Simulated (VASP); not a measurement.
# Na (P-3m1) in VASP: single point with PBEsol

Aim: the single point of Na with PBEsol.

All numbers are computed with VASP 6.6.1; they aren't measurements. Logs are shortened: lines on timing, memory, paths and dates and some standing lists are left out, and cuts for length are marked.

**1. The cell of the first run**

It takes space group P-3m1 (No. 164, trigonal). Conventional cell: a = 3.587 Å, b = 3.587 Å, c = 6.045 Å, α = 90.00°, β = 90.00°, γ = 120.00°. Within 4.5 Å of Na (site symmetry 3m) lie 12 Na at 3.42 to 3.91 Å.

**2. Single point, PBEsol (strained and its atoms moved)**

Contents of INCAR:

```
PREC     = Accurate       # precision mode
ENCUT    = 520            # plane-wave cutoff, eV
EDIFF    = 1E-7           # SCF threshold, eV
ISMEAR   = 0              # smearing method
SIGMA    = 0.1            # smearing width, eV
LREAL    = F              # projectors in reciprocal space
LASPH    = T              # aspherical terms in the spheres
NELM     = 60             # most SCF steps
ALGO     = Normal         # electronic algorithm
ISIF     = 2              # what is computed and relaxed
LWAVE    = F              # write WAVECAR
LCHARG   = T              # write CHGCAR
GGA      = PS             # functional
LELF     = T              # ELF
LVHAR    = T            
NBANDS   = 14             # bands
```

Contents of KPOINTS:

```
Automatic mesh
0
Gamma
  12 12 6
```

Contents of POSCAR:

```
Na
1.0
    3.5872397100      0.0000000000      0.0000000000
   -1.7936198550      3.1066407183      0.0000000000
    0.0000000000      0.0000000000      6.0449511200
Na
2
Direct
    0.3333333333      0.6666666667      0.2256256094
    0.6666666667      0.3333333333      0.7743743906
```

Potentials or basis: VASP PAW PBE potentials, release 64 (Na_pv).

Command:

```
> cat potpaw_PBE.64/Na_pv/POTCAR > POTCAR
> mpirun -np 1 vasp_std > vasp.out
```

OUTCAR:

```text
PREC = Accurate
   ENCUT = 520
   EDIFF = 1E-7
   ISMEAR = 0
   LREAL = F
   LASPH = T
   NELM = 60
   ISIF = 2
   GGA = PS

 ion  position               nearest neighbor table
   1  0.333  0.667  0.226-
   2  0.667  0.333  0.774-

  LATTYP: Found a hexagonal cell.
 ALAT       =     3.5872397100
 C/A-ratio  =     1.6851260603

  Lattice vectors:

 A1 = (   3.5872397100,   0.0000000000,   0.0000000000)
 A2 = (  -1.7936198550,   3.1066407183,   0.0000000000)
 A3 = (   0.0000000000,   0.0000000000,   6.0449511200)

Analysis of symmetry for initial positions (statically):
=====================================================================
 Subroutine PRICEL returns:
 Original cell was already a primitive cell.

 Routine SETGRP: Setting up the symmetry group for a
 hexagonal supercell.

 Subroutine GETGRP returns: Found 12 space group operations
 (whereof 12 operations were pure point group operations)
 out of a pool of 24 trial point group operations.

The static configuration has the point symmetry D_3d.

Analysis of symmetry for dynamics (positions and initial velocities):
=====================================================================
 Subroutine PRICEL returns:
 Original cell was already a primitive cell.

 Routine SETGRP: Setting up the symmetry group for a
 hexagonal supercell.

 Subroutine GETGRP returns: Found 12 space group operations
 (whereof 12 operations were pure point group operations)
 out of a pool of 24 trial point group operations.

The dynamic configuration has the point symmetry D_3d.

 Subroutine INISYM returns: Found 12 space group operations
 (whereof 12 operations are pure point group operations),
 and found     1 'primitive' translations

----------------------------------------------------------------------------------------

                                     Primitive cell

  volume of cell :      67.3665

  direct lattice vectors                    reciprocal lattice vectors
     3.587239710  0.000000000  0.000000000     0.278765870  0.160945550  0.000000000
    -1.793619855  3.106640718  0.000000000     0.000000000  0.321891101  0.000000000
     0.000000000  0.000000000  6.044951120     0.000000000  0.000000000  0.165427310

  length of vectors
     3.587239710  3.587239710  6.044951120     0.321891101  0.321891101  0.165427310

  position of ions in fractional coordinates (direct lattice)
     0.333333333  0.666666667  0.225625609
     0.666666667  0.333333333  0.774374391

  ion indices of the primitive-cell ions
   primitive index   ion index
                 1           1
                 2           2

----------------------------------------------------------------------------------------

 KPOINTS: Automatic mesh

Automatic generation of k-mesh.
 Grid dimensions read from file:
 generate k-points for:   12   12    6

 Generating k-lattice:

  Cartesian coordinates                     Fractional coordinates (reciprocal lattice)
     0.023230489  0.013412129  0.000000000     0.083333333  0.000000000  0.000000000
     0.000000000  0.026824258  0.000000000     0.000000000  0.083333333  0.000000000
     0.000000000  0.000000000  0.027571218     0.000000000  0.000000000  0.166666667

  Length of vectors
     0.026824258  0.026824258  0.027571218

  Shift w.r.t. Gamma in fractional coordinates (k-lattice)
     0.000000000  0.000000000  0.000000000

 Subroutine IBZKPT returns following result:
 ===========================================

 Found    100 irreducible k-points:

 Following reciprocal coordinates:
            Coordinates               Weight
  0.000000  0.000000  0.000000      1.000000
  0.083333 -0.000000  0.000000      6.000000
  0.166667 -0.000000  0.000000      6.000000
  0.250000  0.000000  0.000000      6.000000
  0.333333  0.000000  0.000000      6.000000
  0.416667  0.000000  0.000000      6.000000
[... 16 lines left out ...]
  0.166667 -0.000000  0.166667      6.000000
  0.000000  0.166667  0.166667      6.000000
 [... further k-points ...]
   k-points           NKPTS =    100   k-points in BZ     NKDIM =    100   number of bands    NBANDS=     14
   number of dos      NEDOS =    301   number of ions     NIONS =      2
   total plane-waves  NPLWV =  37632
   dimension x,y,z NGX =    28 NGY =   28 NGZ =   48
   dimension x,y,z NGXF=    56 NGYF=   56 NGZF=   96
   ions per type =               2
   NGX,Y,Z   is equivalent  to a cutoff of  12.98, 12.98, 13.20 a.u.
   NGXF,Y,Z  is equivalent  to a cutoff of  25.95, 25.95, 26.40 a.u.
 SYSTEM =  unknown system
   PREC   = accura    normal or accurate (medium, high low for compatibility)
   ISTART =      0    job   : 0-new  1-cont  2-samecut
   ICHARG =      2    charge: 1-file 2-atom 10-const
   ISPIN  =      1    spin polarized calculation?
   LNONCOLLINEAR =      F non collinear calculations
   LSORBIT =      F    spin-orbit coupling
   LASPH  =      T    aspherical Exc in radial PAW
   ENCUT  =  520.0 eV  38.22 Ry    6.18 a.u.   6.67  6.67 11.24*2*pi/ulx,y,z
   NELM   =     60;   NELMIN=  2; NELMDL= -5     # of ELM steps
   EDIFF  = 0.1E-06   stopping-criterion for ELM
   LREAL  =      F    real-space projection
   EDIFFG = 0.1E-05   stopping-criterion for IOM
   NSW    =      0    number of steps for IOM
   IBRION =     -1    ionic relax: 0-MD 1-quasi-New 2-CG
   NFREE  =      0    steps in history (QN), initial steepest desc. (CG)
   ISIF   =      2    stress and relaxation
   ISYM   =      2    0-nonsym 1-usesym 2-fastsym
   POTIM  = 0.5000    time-step for ionic-motion
   TEBEG  =    0.0;   TEEND  =   0.0 temperature during run
   PSTRESS=    0.0 pullay stress
   NELECT =      14.0000    total number of electrons
   NUPDOWN=      -1.0000    fix difference up-down
   EMIN   =  10.00;   EMAX   =-10.00  energy-range for DOS
   EFERMI =   0.00;   METHOD = LEGACY
   ISMEAR =     0;   SIGMA  =   0.10  broadening in eV -4-tet -1-fermi 0-gaus
   EFERMI_NEDOS =   21; number of points for ismear=-14 and -15
   IALGO  =     38    algorithm
   IMIX   =      4    mixing-type and parameters
     AMIX     =   0.40;   BMIX     =  1.00
     AMIX_MAG =   1.60;   BMIX_MAG =  1.00
  volume/ion in A,a.u.               =      33.68       227.31
  Fermi-wavevector in a.u.,A,eV,Ry     =   0.969697  1.832462 12.793728  0.940312
  Thomas-Fermi vector in A             =   2.099771
   LORBIT       =      0    0 simple, 1 ext, 2 COOP (PROOUT), +10 PAW based schemes
   GGA     = PS    functional components
   LHFCALC =     F    Hartree Fock is set to
   AEXX    =    0.0000 exact exchange contribution
   IVDW    =     0    specifies the selected vdW correction
   LEPSILON=     F    determine dielectric tensor
   LRPA    =     F    only Hartree local field effects (RPA)
 non-spin polarized calculation
 Gauss-broadening in eV      SIGMA  =   0.10
  energy-cutoff  :      520.00
  volume of cell :       67.37
 maximum number of plane-waves:      1858
 NGX is ok and might be reduce to    28
   NGX = 13   NGY = 13   NGZ = 23

 number of electron      14.0000013 magnetization

 Free energy of the ion-electron system (eV)
  ---------------------------------------------------
  ext. energy  EPLUGINS =         0.00000000
  ---------------------------------------------------
  free energy    TOTEN  =        -2.75246283 eV

  energy without entropy =       -2.74750371  energy(sigma->0) =       -2.74998327

 E-fermi :   0.5576     XC(G=0):  -6.7506

 val. band max:        0.5570373554   @ k =  -0.0833   0.5000   0.1667
 cond. band min:       0.5649921957   @ k =   0.3333   0.1667   0.3333
 fundamental gap:      0.0079548403
 Fermi energy:         0.5576460021

 k-point     1 :       0.0000    0.0000    0.0000
  band No.  band energies     occupation
      1     -24.1828      2.00000
      2     -24.1376      2.00000
      3     -24.1376      2.00000
      4     -24.1295      2.00000
      5     -24.1295      2.00000
      6     -24.1289      2.00000
      7      -2.9062      2.00000
      8       1.0282      0.00000
      9       1.4543      0.00000
     10      11.3478      0.00000
     11      11.3478      0.00000
     12      11.5630      0.00000
     13      11.8713      0.00000
     14      11.8713      0.00000

 k-point     2 :       0.0833   -0.0000    0.0000
  band No.  band energies     occupation
      1     -24.1817      2.00000
      2     -24.1409      2.00000
      3     -24.1385      2.00000
      4     -24.1323      2.00000
      5     -24.1300      2.00000
      6     -24.1288      2.00000
      7      -2.7938      2.00000
      8       1.1266      0.00000
      9       1.5632      0.00000
     10       9.5829      0.00000
     11      10.6240      0.00000
     12      10.9906      0.00000
     13      12.1625      0.00000
     14      12.6726      0.00000

 k-point     3 :       0.1667   -0.0000    0.0000
  band No.  band energies     occupation
      1     -24.1787      2.00000
      2     -24.1492      2.00000
      3     -24.1409      2.00000
      4     -24.1397      2.00000
      5     -24.1313      2.00000
      6     -24.1295      2.00000
      7      -2.4584      2.00000
      8       1.4223      0.00000
      9       1.8846      0.00000
     10       7.5829      0.00000
     11       9.8459      0.00000
     12       9.8874      0.00000
     13      11.0571      0.00000
     14      12.0052      0.00000
[... 324 lines left out ...]
 k-point    23 :       0.1667   -0.0000    0.1667
  band No.  band energies     occupation
      1     -24.1769      2.00000
      2     -24.1496      2.00000
      3     -24.1405      2.00000
      4     -24.1397      2.00000
      5     -24.1316      2.00000
      6     -24.1309      2.00000
      7      -2.3431      2.00000
      8       0.4196      1.94911
      9       3.0823      0.00000
     10       7.6632      0.00000
     11       9.6515      0.00000
     12       9.9355      0.00000
     13      10.4653      0.00000
     14      11.1624      0.00000

 k-point    24 :       0.0000    0.1667    0.1667
  band No.  band energies     occupation
      1     -24.1769      2.00000
      2     -24.1489      2.00000
      3     -24.1406      2.00000
      4     -24.1406      2.00000
      5     -24.1316      2.00000
      6     -24.1306      2.00000
      7      -2.3431      2.00000
      8       0.4194      1.94950
      9       3.0834      0.00000
     10       7.6905      0.00000
     11       9.6551      0.00000
     12       9.9355      0.00000
     13      10.1083      0.00000
     14      11.6653      0.00000

 [... further k-points ...]
[... 5 lines left out ...]
  --------------------------------------------------------------------------------------
  -------------------------------------------------------------------------------------
  Total        0.4252720      0.4252720      0.2821249      0.0000000      0.0000000      0.0000000
  in kB       10.1142376     10.1142376      6.7097719      0.0000000      0.0000000      0.0000000
  external PRESSURE =       8.9794157 kB  Pullay stress =       0.0000000 kB

 VOLUME and BASIS-vectors are now :
 -----------------------------------------------------------------------------
  energy-cutoff  :      520.00
  volume of cell :       67.37
      direct lattice vectors                 reciprocal lattice vectors
     3.587239710  0.000000000  0.000000000     0.278765870  0.160945550  0.000000000
    -1.793619855  3.106640718  0.000000000     0.000000000  0.321891101  0.000000000
     0.000000000  0.000000000  6.044951120     0.000000000  0.000000000  0.165427310

 POSITION                                       TOTAL-FORCE (eV/Angst)
 -----------------------------------------------------------------------------------
     -0.00000      2.07109      1.36390         0.000000     -0.000000      0.262471
      1.79362      1.03555      4.68106        -0.000000      0.000000     -0.262471
 -----------------------------------------------------------------------------------
    total drift:                                0.000000     -0.000000      0.000000

  FREE ENERGIE OF THE ION-ELECTRON SYSTEM (eV)
  ---------------------------------------------------
  free  energy   TOTEN  =        -2.7524628252 eV

  energy  without entropy=       -2.7475037146  energy(sigma->0) =       -2.74998327
```

Run time: 49 s. Hardware: 1 thread of Intel Xeon Platinum 8488C (Sapphire Rapids), shared host; peak memory 0.21 GiB.

Results:

```yaml
Free_energy: -2.7525 eV
Pressure: 0.9 GPa
Largest_force: 0.262 eV/Å
Band_gap_on_the_k_mesh: zero (band 7 reaches 2.72 eV, above the bottom of band 8 at -1.64 eV)
```

Forces on the atoms (eV/Å):
```
Na   0.000  0.000  0.262
Na   0.000  0.000 -0.262
```

Caveat: the cell differs from its parent crystal (strained and its atoms moved); the PAW data sets were made with another functional, which shifts forces and pressure a little.
